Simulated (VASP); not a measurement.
The system is AlN.

```
CELL_PARAMETERS angstrom
0.00000 2.18488 2.18488
2.18488 0.00000 2.18488
2.18488 2.18488 0.00000
ATOMIC_POSITIONS crystal
Al 0.00000 0.00000 0.00000
N 0.25000 0.25000 0.25000
```

Program: VASP 6.6.1. Alike in all runs: task single point; potentials or basis VASP PAW PBE potentials, release 64 (Al, N); no spin polarisation; cell as given; k mesh 6 × 6 × 6; cutoff (eV) 520; smearing gaussian 0.01 eV.

Problem. Order these runs on this cell by their band gap on the k mesh, lowest first.
A. level PBE0; grid for exact exchange (PRECFOCK) Normal
B. level PBE
C. level HSE06; grid for exact exchange (PRECFOCK) Normal; screening parameter 0.2079 1/Å
D. level r2SCAN

Solution. B (3.32 eV), D (3.93 eV), C (4.55 eV), A (5.30 eV).

A k mesh can miss the band edges.
